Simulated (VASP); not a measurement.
# AlN (gw) (I-4m2) in VASP: notebook

Runs on AlN (gw). Level: PBEsol. Tasks: single point.

All numbers are computed with VASP 6.6.1; they aren't measurements. Logs are shortened: lines on timing, memory, paths and dates and some standing lists are left out, and cuts for length are marked.

## (1) The cell of the first run

It takes space group I-4m2 (No. 119, tetragonal). Conventional cell: a = 3.064 Å, b = 3.064 Å, c = 4.424 Å, α = 90.00°, β = 90.00°, γ = 90.00°. Within 2.5 Å of Al (site symmetry -4m2) lie 4 N at 1.89 Å. Within 2.5 Å of N (site symmetry -4m2) lie 4 Al at 1.89 Å.

## (2) Single point, PBEsol

INCAR

```
SYSTEM = AlN
PREC = Accurate ; ENCUT = 600
EDIFF = 1E-6 ; ISMEAR = 0
SIGMA = 0.01 ; LREAL = .FALSE.
LASPH = .TRUE. ; NELM = 120
ALGO = Normal ; ISIF = 2
LWAVE = .FALSE. ; LCHARG = .TRUE.
GGA = PS ; LELF = .TRUE.
LVHAR = .TRUE. ; NBANDS = 11
GGA_COMPAT = .FALSE.
```

KPOINTS

```
regular mesh
0
G
  6 6 6
  0 0 0
```

POSCAR

```
AlN
1.0
    0.0000000000      2.1668030060      2.2121465277
    2.1668030060      0.0000000000      2.2121465277
    2.1668030060      2.1668030060      0.0000000000
Al N
1 1
Direct
    0.0000000000      0.0000000000      0.0000000000
    0.2500000000      0.2500000000      0.2500000000
```

Potentials or basis: VASP PAW PBE potentials, release 64 (Al, N).

Run with:

```bash
> cat potpaw_PBE.64/Al/POTCAR potpaw_PBE.64/N/POTCAR > POTCAR
> mpirun -np 1 vasp_std > vasp.out
```

OUTCAR:

```text
SYSTEM = AlN
   PREC = Accurate
   ENCUT = 600
   EDIFF = 1E-6
   ISMEAR = 0
   LREAL = .FALSE.
   LASPH = .TRUE.
   NELM = 120
   ISIF = 2
   GGA = PS

 ion  position               nearest neighbor table
   1  0.000  0.000  0.000-   2 1.89   2 1.89   2 1.89   2 1.89
   2  0.250  0.250  0.250-   1 1.89   1 1.89   1 1.89   1 1.89

  LATTYP: Found a body centered tetragonal cell.
 ALAT       =     3.0643221981
 C/A-ratio  =     1.4438080494

  Lattice vectors:

 A1 = (  -2.1668030060,   0.0000000000,   2.2121465277)
 A2 = (   2.1668030060,   0.0000000000,   2.2121465277)
 A3 = (   0.0000000000,   2.1668030060,  -2.2121465277)

Analysis of symmetry for initial positions (statically):
=====================================================================
 Subroutine PRICEL returns:
 Original cell was already a primitive cell.

 Routine SETGRP: Setting up the symmetry group for a
 body centered tetragonal supercell.

 Subroutine GETGRP returns: Found  8 space group operations
 (whereof  8 operations were pure point group operations)
 out of a pool of 16 trial point group operations.

The static configuration has the point symmetry D_2d.

Analysis of symmetry for dynamics (positions and initial velocities):
=====================================================================
 Subroutine PRICEL returns:
 Original cell was already a primitive cell.

 Routine SETGRP: Setting up the symmetry group for a
 body centered tetragonal supercell.

 Subroutine GETGRP returns: Found  8 space group operations
 (whereof  8 operations were pure point group operations)
 out of a pool of 16 trial point group operations.

The dynamic configuration has the point symmetry D_2d.

 Subroutine INISYM returns: Found  8 space group operations
 (whereof  8 operations are pure point group operations),
 and found     1 'primitive' translations

----------------------------------------------------------------------------------------

                                     Primitive cell

  volume of cell :      20.7722

  direct lattice vectors                    reciprocal lattice vectors
     0.000000000  2.166803006  2.212146528    -0.230754710  0.230754710  0.226024811
     2.166803006  0.000000000  2.212146528     0.230754710 -0.230754710  0.226024811
     2.166803006  2.166803006  0.000000000     0.230754710  0.230754710 -0.226024811

  length of vectors
     3.096550908  3.096550908  3.064322198     0.396966860  0.396966860  0.396966860

  position of ions in fractional coordinates (direct lattice)
     0.000000000  0.000000000  0.000000000
     0.250000000  0.250000000  0.250000000

  ion indices of the primitive-cell ions
   primitive index   ion index
                 1           1
                 2           2

----------------------------------------------------------------------------------------

 KPOINTS: regular mesh

Automatic generation of k-mesh.
 Grid dimensions read from file:
 generate k-points for:    6    6    6

 Generating k-lattice:

  Cartesian coordinates                     Fractional coordinates (reciprocal lattice)
    -0.038459118  0.038459118  0.037670802     0.166666667  0.000000000  0.000000000
     0.038459118 -0.038459118  0.037670802     0.000000000  0.166666667  0.000000000
     0.038459118  0.038459118 -0.037670802    -0.000000000 -0.000000000  0.166666667

  Length of vectors
     0.066161143  0.066161143  0.066161143

  Shift w.r.t. Gamma in fractional coordinates (k-lattice)
     0.000000000  0.000000000  0.000000000

 Subroutine IBZKPT returns following result:
 ===========================================

 Found     30 irreducible k-points:

 Following reciprocal coordinates:
            Coordinates               Weight
  0.000000  0.000000  0.000000      1.000000
  0.166667  0.000000  0.000000      8.000000
  0.333333  0.000000  0.000000      8.000000
  0.500000  0.000000  0.000000      4.000000
  0.166667  0.166667  0.000000      2.000000
  0.333333  0.166667  0.000000      8.000000
[... 16 lines left out ...]
  0.333333  0.000000  0.333333      4.000000
  0.500000  0.000000  0.333333     16.000000
 [... further k-points ...]
   k-points           NKPTS =     30   k-points in BZ     NKDIM =     30   number of bands    NBANDS=     11
   number of dos      NEDOS =    301   number of ions     NIONS =      2
   total plane-waves  NPLWV =  18816
   dimension x,y,z NGX =    28 NGY =   28 NGZ =   24
   dimension x,y,z NGXF=    56 NGYF=   56 NGZF=   48
   ions per type =               1   1
   NGX,Y,Z   is equivalent  to a cutoff of  15.03, 15.03, 13.02 a.u.
   NGXF,Y,Z  is equivalent  to a cutoff of  30.06, 30.06, 26.04 a.u.
 SYSTEM =  AlN
   PREC   = accura    normal or accurate (medium, high low for compatibility)
   ISTART =      0    job   : 0-new  1-cont  2-samecut
   ICHARG =      2    charge: 1-file 2-atom 10-const
   ISPIN  =      1    spin polarized calculation?
   LNONCOLLINEAR =      F non collinear calculations
   LSORBIT =      F    spin-orbit coupling
   LASPH  =      T    aspherical Exc in radial PAW
   ENCUT  =  600.0 eV  44.10 Ry    6.64 a.u.   6.18  6.18  6.12*2*pi/ulx,y,z
   NELM   =    120;   NELMIN=  2; NELMDL= -5     # of ELM steps
   EDIFF  = 0.1E-05   stopping-criterion for ELM
   LREAL  =      F    real-space projection
   EDIFFG = 0.1E-04   stopping-criterion for IOM
   NSW    =      0    number of steps for IOM
   IBRION =     -1    ionic relax: 0-MD 1-quasi-New 2-CG
   NFREE  =      0    steps in history (QN), initial steepest desc. (CG)
   ISIF   =      2    stress and relaxation
   ISYM   =      2    0-nonsym 1-usesym 2-fastsym
   POTIM  = 0.5000    time-step for ionic-motion
   TEBEG  =    0.0;   TEEND  =   0.0 temperature during run
   PSTRESS=    0.0 pullay stress
   NELECT =       8.0000    total number of electrons
   NUPDOWN=      -1.0000    fix difference up-down
   EMIN   =  10.00;   EMAX   =-10.00  energy-range for DOS
   EFERMI =   0.00;   METHOD = LEGACY
   ISMEAR =     0;   SIGMA  =   0.01  broadening in eV -4-tet -1-fermi 0-gaus
   EFERMI_NEDOS =   21; number of points for ismear=-14 and -15
   IALGO  =     38    algorithm
   IMIX   =      4    mixing-type and parameters
     AMIX     =   0.40;   BMIX     =  1.00
     AMIX_MAG =   1.60;   BMIX_MAG =  1.00
  volume/ion in A,a.u.               =      10.39        70.09
  Fermi-wavevector in a.u.,A,eV,Ry     =   1.191088  2.250830 19.302463  1.418691
  Thomas-Fermi vector in A             =   2.327158
   LORBIT       =      0    0 simple, 1 ext, 2 COOP (PROOUT), +10 PAW based schemes
   GGA     = PS    functional components
   LHFCALC =     F    Hartree Fock is set to
   AEXX    =    0.0000 exact exchange contribution
   IVDW    =     0    specifies the selected vdW correction
   LEPSILON=     F    determine dielectric tensor
   LRPA    =     F    only Hartree local field effects (RPA)
 non-spin polarized calculation
 Gauss-broadening in eV      SIGMA  =   0.01
  energy-cutoff  :      600.00
  volume of cell :       20.77
 maximum number of plane-waves:       706
 NGX is ok and might be reduce to    28
   NGX = 13   NGY = 13   NGZ = 13

 number of electron       8.0000000 magnetization

 Free energy of the ion-electron system (eV)
  ---------------------------------------------------
  ext. energy  EPLUGINS =         0.00000000
  ---------------------------------------------------
  free energy    TOTEN  =       -15.60723455 eV

  energy without entropy =      -15.60723455  energy(sigma->0) =      -15.60723455

 E-fermi :   6.0100     XC(G=0): -11.1426

 val. band max:        5.9407557334   @ k =   0.0000   0.0000   0.0000
 cond. band min:       9.0660337579   @ k =   0.5000   0.0000   0.5000
 fundamental gap:      3.1252780245
 Fermi energy:         6.0100263441

 k-point     1 :       0.0000    0.0000    0.0000
  band No.  band energies     occupation
      1      -9.0675      2.00000
      2       5.8506      2.00000
      3       5.9408      2.00000
      4       5.9408      2.00000
      5      10.0661      0.00000
      6      18.4002      0.00000
      7      18.4002      0.00000
      8      18.4199      0.00000
      9      23.1512      0.00000
     10      23.8585      0.00000
     11      24.3706      0.00000

 k-point     2 :       0.1667    0.0000    0.0000
  band No.  band energies     occupation
      1      -8.6634      2.00000
      2       4.0380      2.00000
      3       5.7312      2.00000
      4       5.8234      2.00000
      5      11.4889      0.00000
      6      17.4689      0.00000
      7      18.5099      0.00000
      8      18.6369      0.00000
      9      21.5109      0.00000
     10      21.8596      0.00000
     11      23.4701      0.00000

 k-point     3 :       0.3333    0.0000    0.0000
  band No.  band energies     occupation
      1      -7.6571      2.00000
      2       1.3115      2.00000
      3       5.4609      2.00000
      4       5.6118      2.00000
      5      12.8552      0.00000
      6      16.2084      0.00000
      7      17.4036      0.00000
      8      17.7408      0.00000
      9      23.0268      0.00000
     10      23.3110      0.00000
     11      23.4961      0.00000

 k-point     4 :       0.5000    0.0000    0.0000
  band No.  band energies     occupation
      1      -6.9729      2.00000
      2      -0.0177      2.00000
      3       5.3380      2.00000
      4       5.5159      2.00000
      5      13.2022      0.00000
      6      15.6961      0.00000
      7      16.7949      0.00000
      8      17.1553      0.00000
      9      23.7564      0.00000
     10      25.8441      0.00000
     11      26.0058      0.00000
[... 239 lines left out ...]
 k-point    22 :      -0.3333    0.5000    0.1667
  band No.  band energies     occupation
      1      -6.3167      2.00000
      2       1.4310      2.00000
      3       3.1906      2.00000
      4       3.4042      2.00000
      5      11.1637      0.00000
      6      16.3282      0.00000
      7      18.6765      0.00000
      8      18.9412      0.00000
      9      22.5365      0.00000
     10      26.0107      0.00000
     11      30.4989      0.00000

 k-point    23 :       0.3333    0.0000    0.3333
  band No.  band energies     occupation
      1      -7.1841      2.00000
      2       2.0239      2.00000
      3       4.4427      2.00000
      4       4.4633      2.00000
      5      10.6248      0.00000
      6      15.0833      0.00000
      7      18.3185      0.00000
      8      20.3216      0.00000
      9      20.8817      0.00000
     10      26.6707      0.00000
     11      29.7813      0.00000

 k-point    24 :       0.5000    0.0000    0.3333
  band No.  band energies     occupation
      1      -6.5054      2.00000
      2       1.3517      2.00000
      3       3.3329      2.00000
      4       4.3433      2.00000
      5      10.4466      0.00000
      6      15.3371      0.00000
      7      18.8095      0.00000
      8      20.3056      0.00000
      9      21.2372      0.00000
     10      27.3620      0.00000
     11      29.9002      0.00000

 [... further k-points ...]
[... 5 lines left out ...]
  --------------------------------------------------------------------------------------
  -------------------------------------------------------------------------------------
  Total        0.3518180      0.3518180     -0.0172454      0.0000000      0.0000000     -0.0000000
  in kB       27.1360063     27.1360063     -1.3301536      0.0000000      0.0000000     -0.0000000
  external PRESSURE =      17.6472863 kB  Pullay stress =       0.0000000 kB

 VOLUME and BASIS-vectors are now :
 -----------------------------------------------------------------------------
  energy-cutoff  :      600.00
  volume of cell :       20.77
      direct lattice vectors                 reciprocal lattice vectors
     0.000000000  2.166803006  2.212146528    -0.230754710  0.230754710  0.226024811
     2.166803006  0.000000000  2.212146528     0.230754710 -0.230754710  0.226024811
     2.166803006  2.166803006  0.000000000     0.230754710  0.230754710 -0.226024811

 POSITION                                       TOTAL-FORCE (eV/Angst)
 -----------------------------------------------------------------------------------
      0.00000      0.00000      0.00000        -0.000000     -0.000000     -0.000000
      1.08340      1.08340      1.10607         0.000000      0.000000      0.000000
 -----------------------------------------------------------------------------------
    total drift:                                0.000001      0.000001     -0.000000

  FREE ENERGIE OF THE ION-ELECTRON SYSTEM (eV)
  ---------------------------------------------------
  free  energy   TOTEN  =       -15.6072345543 eV

  energy  without entropy=      -15.6072345543  energy(sigma->0) =      -15.60723455
```

It used 6.8 s of CPU time on 1 thread of Intel Xeon 6975P-C (shared host).

What came out:

```
Free energy            : -15.6072 eV
Pressure               : 1.8 GPa
Band gap on the k mesh : 3.13 eV, indirect (least direct gap 4.13 eV)
```

Caveat: the PAW data sets were made with another functional, which shifts forces and pressure a little. A k mesh can miss the band edges.

## (3) Single point, PBEsol

INCAR

```
PREC     = Accurate       # precision mode
ENCUT    = 600            # plane-wave cutoff, eV
EDIFF    = 1E-6           # SCF threshold, eV
ISMEAR   = 0              # smearing method
SIGMA    = 0.01           # smearing width, eV
LREAL    = F              # projectors in reciprocal space
LASPH    = T              # aspherical terms in the spheres
NELM     = 120            # most SCF steps
ALGO     = Normal         # electronic algorithm
ISIF     = 2              # what is computed and relaxed
LWAVE    = F              # write WAVECAR
LCHARG   = F              # write CHGCAR
GGA      = PS             # functional
NBANDS   = 11             # bands
GGA_COMPAT= F
```

KPOINTS

```
regular mesh
0
Gamma
  6 6 6
```

POSCAR is that of step 2.

Potentials or basis: VASP PAW PBE potentials, release 64 (Al, N).

Run with:

```bash
> cat potpaw_PBE.64/Al/POTCAR potpaw_PBE.64/N/POTCAR > POTCAR
> mpirun -np 1 vasp_std > vasp.out
```

It used 6.4 s of CPU time on 1 thread of Intel Xeon 6975P-C, with other jobs on the host.

The run converged. Its results:

- Free energy: -15.6072 eV
- Pressure: 1.8 GPa
- Band gap on the k mesh: 3.13 eV, indirect (least direct gap 4.13 eV)

Stress tensor (GPa, compression positive):
```
 2.71  0.00  0.00
 0.00  2.71  0.00
 0.00  0.00 -0.13
```

Levels at points of the mesh, in eV from the valence-band top:
| k point | band 1 | band 2 | band 3 | band 4 | band 5 | band 6 | band 7 | band 8 |
| --- | --- | --- | --- | --- | --- | --- | --- | --- |
| (0.00, 0.00, 0.00) | -15.01 | -0.09 | 0.00 | 0.00 | 4.13 | 12.46 | 12.46 | 12.48 |
| (0.50, 0.00, 0.00) | -12.91 | -5.96 | -0.60 | -0.42 | 7.26 | 9.76 | 10.85 | 11.21 |
| (0.50, 0.50, 0.00) | -12.33 | -5.12 | -1.71 | -1.71 | 3.22 | 8.68 | 13.64 | 15.74 |
| (0.50, 0.00, 0.50) | -12.23 | -4.92 | -1.88 | -1.88 | 3.13 | 8.36 | 14.00 | 15.26 |

Caveat: the PAW data sets were made with another functional, which shifts forces and pressure a little. A k mesh can miss the band edges.
